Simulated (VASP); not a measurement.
# Al2O3 (C2/m) in VASP: single point with r2SCAN

Aim: the single point of Al2O3 with r2SCAN.

All numbers are computed with VASP 6.6.1; they aren't measurements. Logs are shortened: lines on timing, memory, paths and dates and some standing lists are left out, and cuts for length are marked.

### 1 The cell of the first run

The typed cell holds 5 atoms: a = 3.017 Å, b = 3.017 Å, c = 7.575 Å, α = 90.00°, β = 90.00°, γ = 120.00°.

### 2 Single point, r2SCAN

Input file POSCAR:

```
Al2O3
1.0
    3.0174825428      0.0000000000      0.0000000000
   -1.5087412714      2.6132165376      0.0000000000
    0.0000000000      0.0000000000      7.5746360000
Al O
2 3
Direct
   -0.0000745043      0.0000745043      0.2744784516
   -0.0005635954      0.0005635954      0.7143140745
    0.3333333333      0.6666666667      0.1994540002
    0.6660281113      0.3339718887      0.7893298906
   -0.0003175636      0.0003175636      0.4943942844
```

Input file INCAR.step1:

```
  PREC = Accurate
  ENCUT = 770
  ISMEAR = 0
  SIGMA = 0.01
  LREAL = False
  LASPH = True
  NELM = 120
  ISYM = -1
  NBANDS = 20
  GGA = PE
  ALGO = Normal
  EDIFF = 1E-5
  LWAVE = True
  LCHARG = False
  GGA_COMPAT = False
```

Input file INCAR.step2:

```
  PREC = Accurate
  ENCUT = 770
  EDIFF = 1E-6
  ISMEAR = 0
  SIGMA = 0.01
  LREAL = False
  LASPH = True
  NELM = 120
  ALGO = Normal
  ISIF = 2
  LWAVE = False
  LCHARG = True
  METAGGA = R2SCAN
  LMIXTAU = True
  LELF = True
  LVHAR = True
  ISYM = -1
  NBANDS = 20
  ISTART = 1
  GGA_COMPAT = False
```

Input file KPOINTS:

```
explicit points
16
Reciprocal
  0.12500000   0.12500000   0.25000000 2
  0.12500000   0.12500000   0.75000000 2
  0.12500000   0.37500000   0.25000000 2
  0.12500000   0.37500000   0.75000000 2
  0.12500000   0.62500000   0.25000000 2
  0.12500000   0.62500000   0.75000000 2
  0.12500000   0.87500000   0.25000000 2
  0.12500000   0.87500000   0.75000000 2
  0.37500000   0.12500000   0.25000000 2
  0.37500000   0.12500000   0.75000000 2
  0.37500000   0.37500000   0.25000000 2
  0.37500000   0.37500000   0.75000000 2
  0.37500000   0.62500000   0.25000000 2
  0.37500000   0.62500000   0.75000000 2
  0.37500000   0.87500000   0.25000000 2
  0.37500000   0.87500000   0.75000000 2
```

Potentials or basis: VASP PAW PBE potentials, release 64 (Al, O).

The run is started by

```sh
> cat potpaw_PBE.64/Al/POTCAR potpaw_PBE.64/O/POTCAR > POTCAR
> cp INCAR.step1 INCAR
> mpirun -np 1 vasp_std > vasp.out
> cp INCAR.step2 INCAR
> mpirun -np 1 vasp_std > vasp.out
```

OUTCAR:

```text
PREC = Accurate
   ENCUT = 770
   EDIFF = 1E-6
   ISMEAR = 0
   LREAL = False
   LASPH = True
   NELM = 120
   ISIF = 2
   METAGGA = R2SCAN
   ISYM = -1
   ISTART = 1

 ion  position               nearest neighbor table
   1  1.000  0.000  0.274-   5 1.67   3 1.83   3 1.83   3 1.83   2 3.33
   2  0.999  0.001  0.714-   5 1.67   4 1.83   4 1.83   4 1.83   1 3.33
   3  0.333  0.667  0.199-   1 1.83   1 1.83   1 1.83
   4  0.666  0.334  0.789-   2 1.83   2 1.83   2 1.83
   5  1.000  0.000  0.494-   1 1.67   2 1.67

IMPORTANT INFORMATION: All symmetrisations will be switched off!
NOSYMM: (Re-)initialisation of all symmetry stuff for point group C_1.

----------------------------------------------------------------------------------------

                                     Primitive cell

  volume of cell :      59.7285

  direct lattice vectors                    reciprocal lattice vectors
     3.017482543  0.000000000  0.000000000     0.331402083  0.191335082  0.000000000
    -1.508741271  2.613216538  0.000000000     0.000000000  0.382670164  0.000000000
     0.000000000  0.000000000  7.574636000     0.000000000  0.000000000  0.132019545

  length of vectors
     3.017482543  3.017482543  7.574636000     0.382670164  0.382670164  0.132019545

  position of ions in fractional coordinates (direct lattice)
     0.999925496  0.000074504  0.274478452
     0.999436405  0.000563595  0.714314075
     0.333333333  0.666666667  0.199454000
     0.666028111  0.333971889  0.789329891
     0.999682436  0.000317564  0.494394284

  ion indices of the primitive-cell ions
   primitive index   ion index
                 1           1
                 2           2
                 3           3
                 4           4
                 5           5

----------------------------------------------------------------------------------------

 KPOINTS: explicit points

Read explicit list of k-points.

 Found     16 k-points:

 Following reciprocal coordinates:
            Coordinates               Weight
  0.125000  0.125000  0.250000      0.062500
  0.125000  0.125000  0.750000      0.062500
  0.125000  0.375000  0.250000      0.062500
  0.125000  0.375000  0.750000      0.062500
  0.125000  0.625000  0.250000      0.062500
  0.125000  0.625000  0.750000      0.062500
[... 8 lines left out ...]
  0.375000  0.875000  0.250000      0.062500
  0.375000  0.875000  0.750000      0.062500
   k-points           NKPTS =     16   k-points in BZ     NKDIM =     16   number of bands    NBANDS=     20
   number of dos      NEDOS =    301   number of ions     NIONS =      5
   total plane-waves  NPLWV =  54880
   dimension x,y,z NGX =    28 NGY =   28 NGZ =   70
   dimension x,y,z NGXF=    56 NGYF=   56 NGZF=  140
   ions per type =               2   3
   NGX,Y,Z   is equivalent  to a cutoff of  15.43, 15.43, 15.36 a.u.
   NGXF,Y,Z  is equivalent  to a cutoff of  30.85, 30.85, 30.73 a.u.
 SYSTEM =  unknown system
   PREC   = accura    normal or accurate (medium, high low for compatibility)
   ISTART =      1    job   : 0-new  1-cont  2-samecut
   ICHARG =      0    charge: 1-file 2-atom 10-const
   ISPIN  =      1    spin polarized calculation?
   LNONCOLLINEAR =      F non collinear calculations
   LSORBIT =      F    spin-orbit coupling
   LASPH  =      T    aspherical Exc in radial PAW
   ENCUT  =  770.0 eV  56.59 Ry    7.52 a.u.   6.83  6.83 17.14*2*pi/ulx,y,z
   NELM   =    120;   NELMIN=  2; NELMDL=  0     # of ELM steps
   EDIFF  = 0.1E-05   stopping-criterion for ELM
   LREAL  =      F    real-space projection
   EDIFFG = 0.1E-04   stopping-criterion for IOM
   NSW    =      0    number of steps for IOM
   IBRION =     -1    ionic relax: 0-MD 1-quasi-New 2-CG
   NFREE  =      0    steps in history (QN), initial steepest desc. (CG)
   ISIF   =      2    stress and relaxation
   ISYM   =     -1    0-nonsym 1-usesym 2-fastsym
   POTIM  = 0.5000    time-step for ionic-motion
   TEBEG  =    0.0;   TEEND  =   0.0 temperature during run
   PSTRESS=    0.0 pullay stress
   NELECT =      24.0000    total number of electrons
   NUPDOWN=      -1.0000    fix difference up-down
   EMIN   =  10.00;   EMAX   =-10.00  energy-range for DOS
   EFERMI =   0.00;   METHOD = LEGACY
   ISMEAR =     0;   SIGMA  =   0.01  broadening in eV -4-tet -1-fermi 0-gaus
   EFERMI_NEDOS =   21; number of points for ismear=-14 and -15
   IALGO  =     38    algorithm
   IMIX   =      4    mixing-type and parameters
     AMIX     =   0.40;   BMIX     =  1.00
     AMIX_MAG =   1.60;   BMIX_MAG =  1.00
  volume/ion in A,a.u.               =      11.95        80.61
  Fermi-wavevector in a.u.,A,eV,Ry     =   1.208049  2.282882 19.856107  1.459383
  Thomas-Fermi vector in A             =   2.343669
   LORBIT       =      0    0 simple, 1 ext, 2 COOP (PROOUT), +10 PAW based schemes
   METAGGA = R2SCAN    functional components
   LHFCALC =     F    Hartree Fock is set to
   AEXX    =    0.0000 exact exchange contribution
   IVDW    =     0    specifies the selected vdW correction
   LEPSILON=     F    determine dielectric tensor
   LRPA    =     F    only Hartree local field effects (RPA)
 non-spin polarized calculation
 Gauss-broadening in eV      SIGMA  =   0.01
  energy-cutoff  :      770.00
  volume of cell :       59.73
 maximum number of plane-waves:      2902
 NGX is ok and might be reduce to    28
   NGX = 13   NGY = 13   NGZ = 35

 number of electron      24.0000000 magnetization

 Free energy of the ion-electron system (eV)
  ---------------------------------------------------
  ext. energy  EPLUGINS =         0.00000000
  ---------------------------------------------------
  free energy    TOTEN  =       -46.66367201 eV

  energy without entropy =      -46.66367201  energy(sigma->0) =      -46.66367201

 E-fermi :   3.4432     XC(G=0): -10.1218

 val. band max:        3.3741926020   @ k =   0.1250   0.8750   0.7500
 cond. band min:       7.4950671513   @ k =   0.1250   0.8750   0.7500
 fundamental gap:      4.1208745494
 Fermi energy:         3.4431526867

 k-point     1 :       0.1250    0.1250    0.2500
  band No.  band energies     occupation
      1     -16.8892      2.00000
      2     -16.7899      2.00000
      3     -14.2290      2.00000
      4      -2.5541      2.00000
      5      -1.8601      2.00000
      6      -1.4662      2.00000
[... 12 lines left out ...]
     19      17.1535      0.00000
     20      17.5191      0.00000

 k-point     2 :       0.1250    0.1250    0.7500
  band No.  band energies     occupation
      1     -16.8892      2.00000
      2     -16.7899      2.00000
      3     -14.2290      2.00000
      4      -2.5541      2.00000
      5      -1.8601      2.00000
      6      -1.4662      2.00000
[... 12 lines left out ...]
     19      17.1535      0.00000
     20      17.5191      0.00000

 k-point     3 :       0.1250    0.3750    0.2500
  band No.  band energies     occupation
      1     -16.3288      2.00000
      2     -16.3171      2.00000
      3     -13.9849      2.00000
      4      -3.7695      2.00000
      5      -3.3892      2.00000
      6      -1.5514      2.00000
[... 12 lines left out ...]
     19      15.8763      0.00000
     20      17.4513      0.00000

 k-point     4 :       0.1250    0.3750    0.7500
  band No.  band energies     occupation
      1     -16.3405      2.00000
      2     -16.3052      2.00000
      3     -13.9854      2.00000
      4      -3.7538      2.00000
      5      -3.4015      2.00000
      6      -1.5549      2.00000
[... 12 lines left out ...]
     19      16.0043      0.00000
     20      17.4350      0.00000

 k-point     5 :       0.1250    0.6250    0.2500
  band No.  band energies     occupation
      1     -16.5802      2.00000
      2     -16.5121      2.00000
      3     -14.0856      2.00000
      4      -3.1955      2.00000
      5      -2.8038      2.00000
      6      -1.3549      2.00000
[... 12 lines left out ...]
     19      16.7379      0.00000
     20      17.5612      0.00000

 k-point     6 :       0.1250    0.6250    0.7500
  band No.  band energies     occupation
      1     -16.5753      2.00000
      2     -16.5173      2.00000
      3     -14.0851      2.00000
      4      -3.2231      2.00000
      5      -2.7817      2.00000
      6      -1.3878      2.00000
[... 12 lines left out ...]
     19      16.7841      0.00000
     20      17.4739      0.00000

 k-point     7 :       0.1250    0.8750    0.2500
  band No.  band energies     occupation
      1     -17.0932      2.00000
      2     -16.9741      2.00000
      3     -14.3303      2.00000
      4      -2.4700      2.00000
      5      -1.1494      2.00000
      6      -1.0012      2.00000
[... 12 lines left out ...]
     19      16.8993      0.00000
     20      17.1360      0.00000

 k-point     8 :       0.1250    0.8750    0.7500
  band No.  band energies     occupation
      1     -17.0937      2.00000
      2     -16.9735      2.00000
      3     -14.3304      2.00000
      4      -2.4650      2.00000
      5      -1.1136      2.00000
      6      -1.0132      2.00000
[... 12 lines left out ...]
     19      16.8481      0.00000
     20      17.0042      0.00000

 k-point     9 :       0.3750    0.1250    0.2500
  band No.  band energies     occupation
      1     -16.3405      2.00000
      2     -16.3052      2.00000
      3     -13.9854      2.00000
      4      -3.7538      2.00000
      5      -3.4015      2.00000
      6      -1.5549      2.00000
[... 12 lines left out ...]
     19      16.0043      0.00000
     20      17.4350      0.00000

 k-point    10 :       0.3750    0.1250    0.7500
  band No.  band energies     occupation
      1     -16.3288      2.00000
      2     -16.3171      2.00000
      3     -13.9849      2.00000
      4      -3.7695      2.00000
      5      -3.3892      2.00000
      6      -1.5514      2.00000
[... 12 lines left out ...]
     19      15.8763      0.00000
     20      17.4513      0.00000

 k-point    11 :       0.3750    0.3750    0.2500
  band No.  band energies     occupation
      1     -16.2363      2.00000
      2     -16.2275      2.00000
      3     -13.9404      2.00000
      4      -3.4244      2.00000
      5      -3.1023      2.00000
      6      -2.4438      2.00000
[... 12 lines left out ...]
     19      15.4423      0.00000
     20      16.8796      0.00000

 k-point    12 :       0.3750    0.3750    0.7500
  band No.  band energies     occupation
      1     -16.2363      2.00000
      2     -16.2275      2.00000
      3     -13.9404      2.00000
      4      -3.4244      2.00000
      5      -3.1023      2.00000
      6      -2.4438      2.00000
[... 12 lines left out ...]
     19      15.4423      0.00000
     20      16.8795      0.00000

 k-point    13 :       0.3750    0.6250    0.2500
  band No.  band energies     occupation
      1     -16.4703      2.00000
      2     -16.4365      2.00000
      3     -14.0441      2.00000
      4      -3.6395      2.00000
      5      -3.2185      2.00000
      6      -1.1722      2.00000
[... 12 lines left out ...]
     19      16.2116      0.00000
     20      17.9970      0.00000

 k-point    14 :       0.3750    0.6250    0.7500
  band No.  band energies     occupation
      1     -16.4828      2.00000
      2     -16.4235      2.00000
      3     -14.0450      2.00000
      4      -3.6071      2.00000
      5      -3.2420      2.00000
      6      -1.0587      2.00000
[... 12 lines left out ...]
     19      16.2603      0.00000
     20      17.8491      0.00000

 k-point    15 :       0.3750    0.8750    0.2500
  band No.  band energies     occupation
      1     -16.5802      2.00000
      2     -16.5121      2.00000
      3     -14.0856      2.00000
      4      -3.1955      2.00000
      5      -2.8038      2.00000
      6      -1.3549      2.00000
[... 12 lines left out ...]
     19      16.7379      0.00000
     20      17.5612      0.00000

 k-point    16 :       0.3750    0.8750    0.7500
  band No.  band energies     occupation
      1     -16.5753      2.00000
      2     -16.5173      2.00000
      3     -14.0851      2.00000
      4      -3.2231      2.00000
      5      -2.7817      2.00000
      6      -1.3878      2.00000
[... 12 lines left out ...]
     19      16.7841      0.00000
     20      17.4739      0.00000

------------------------ aborting loop because EDIFF is reached ----------------------------------------

  FORCE on cell =-STRESS in cart. coord.  units (eV):
  Direction    XX          YY          ZZ          XY          YZ          ZX
  --------------------------------------------------------------------------------------
  -------------------------------------------------------------------------------------
  Total       -1.7108857     -1.6605586      0.1215703      0.0435854      0.0009867     -0.0017119
  in kB      -45.8933379    -44.5433485      3.2610391      1.1691484      0.0264686     -0.0459218
  external PRESSURE =     -29.0585491 kB  Pullay stress =       0.0000000 kB

 VOLUME and BASIS-vectors are now :
 -----------------------------------------------------------------------------
  energy-cutoff  :      770.00
  volume of cell :       59.73
      direct lattice vectors                 reciprocal lattice vectors
     3.017482543  0.000000000  0.000000000     0.331402083  0.191335082  0.000000000
    -1.508741271  2.613216538  0.000000000     0.000000000  0.382670164  0.000000000
     0.000000000  0.000000000  7.574636000     0.000000000  0.000000000  0.132019545

 POSITION                                       TOTAL-FORCE (eV/Angst)
 -----------------------------------------------------------------------------------
      3.01715      0.00019      2.07907         0.000343     -0.000198     -0.086049
      3.01493      0.00147      5.41067        -0.000363      0.000210      0.083543
     -0.00000      1.74214      1.51079        -0.000052      0.000029      0.025278
      1.50585      0.87274      5.97889         0.000079     -0.000044     -0.021342
      3.01605      0.00083      3.74486        -0.000007      0.000004     -0.001430
 -----------------------------------------------------------------------------------
    total drift:                                0.000018     -0.000011     -0.008061

  FREE ENERGIE OF THE ION-ELECTRON SYSTEM (eV)
  ---------------------------------------------------
  free  energy   TOTEN  =       -46.6636720075 eV

  energy  without entropy=      -46.6636720075  energy(sigma->0) =      -46.66367201
```

It took 83 s on 1 thread of Intel Xeon 6975P-C (Granite Rapids), shared host; peak memory 0.24 GiB.

Results:

```yaml
Free_energy: -46.6637 eV
Pressure: -2.9 GPa
Largest_force: 0.086 eV/Å
Band_gap_on_the_k_mesh: 4.12 eV
```

Forces in eV/Å, atoms in the order of the input:
```
Al   0.000  0.000 -0.086
Al   0.000  0.000  0.084
O    0.000  0.000  0.025
O    0.000  0.000 -0.021
O    0.000  0.000 -0.001
```

Stress tensor (GPa, compression positive):
```
-4.59  0.12  0.00
 0.12 -4.45  0.00
 0.00  0.00  0.33
```

Caveat: the PAW data sets were made with another functional, which shifts forces and pressure a little; a shifted mesh leaves out Γ, where band edges can lie. A k mesh can miss the band edges.
